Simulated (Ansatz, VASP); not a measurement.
# Two plane-wave programs on MgS

POSCAR

```
MgS
1.0
    0.0000000000      2.8331200468      2.8331200468
    2.8331200468      0.0000000000      2.8331200468
    2.8331200468      2.8331200468      0.0000000000
S Mg
1 1
Direct
    0.2500000000      0.2500000000      0.2500000000
    0.0000000000      0.0000000000      0.0000000000
```

The input INCAR.step1:

```
PREC = Accurate
ENCUT = 520
EDIFF = 1E-5
ISMEAR = 0
SIGMA = 0.01
LREAL = False
LASPH = True
NELM = 100
ALGO = Normal
ISIF = 2
LWAVE = True
LCHARG = False
NBANDS = 11
GGA = PE
```

Contents of INCAR.step2:

```
PREC = Accurate
ENCUT = 520
EDIFF = 1E-6
ISMEAR = 0
SIGMA = 0.01
LREAL = False
LASPH = True
NELM = 100
ALGO = Normal
ISIF = 2
LWAVE = False
LCHARG = False
METAGGA = R2SCAN
LHFCALC = True
AEXX = 0.1
LMIXTAU = True
PRECFOCK = Normal
NBANDS = 11
ISTART = 1
```

KPOINTS

```
Automatic mesh
0
Gamma
  5 5 5
```

input.yaml

```yaml
crystal:
  lattice:
    - [0.0, 2.8331200468, 2.8331200468]
    - [2.8331200468, 0.0, 2.8331200468]
    - [2.8331200468, 2.8331200468, 0.0]
  atoms:
    - { symbol: S, position: [0.25, 0.25, 0.25] }
    - { symbol: Mg, position: [0.0, 0.0, 0.0] }
hamiltonian:
  xc: r2scanh
  pseudopotentials: { kind: paw, source: jth }
kpoints:
  mp_grid: { grid: [5, 5, 5] }
  band_path:
    path:
      - [[0.0, 0.0, 0.0], [0.5, 0.0, 0.5], [0.5, 0.25, 0.75], [0.375, 0.375, 0.75], [0.0, 0.0, 0.0], [0.5, 0.5, 0.5], [0.625, 0.25, 0.625], [0.5, 0.25, 0.75], [0.5, 0.5, 0.5], [0.375, 0.375, 0.75]]
      - [[0.625, 0.25, 0.625], [0.5, 0.0, 0.5]]
    npoints: 4
scf:
  occupations: { method: fixed }
  n_extra_bands: 6
  mixing: { algorithm: msr1, beta: 0.3 }
output:
  forces: true
  stress: true
  eigenvalues: true
  fatbands: false
```

Alike in both runs: functional r2SCANh; k mesh 5 × 5 × 5; no spin polarisation.

|  | VASP | Ansatz |
| --- | --- | --- |
| version | VASP 6.6.1 | Ansatz 0.2.0 |
| potentials or method | VASP PAW PBE potentials, release 64 (S, Mg) | JTH PAW |
| plane-wave cutoff (eV) | 520 | 900 |
| occupations | gaussian, width 0.01 eV | fixed |
| valence electrons in the cell | 8 | 16 |
| task | single point | band structure |

VASP gave:

| Quantity | Value |
| --- | --- |
| gap on the k mesh at the Fermi level (eV) | 4.70 |
| least direct gap on the mesh (eV) | 4.70 |
| pressure (GPa) | -0.6 |

**Question.** Which values does Ansatz return?

**Answer.** gap on the k mesh at the Fermi level (eV): 4.70; least direct gap on the mesh (eV): 4.70; pressure (GPa): -0.2.

VASP's potentials were made for PBE, not for r2SCANh. VASP's potentials hold 8 valence electrons a cell and Ansatz's 16, so a difference there can come from the potentials and not from the codes.
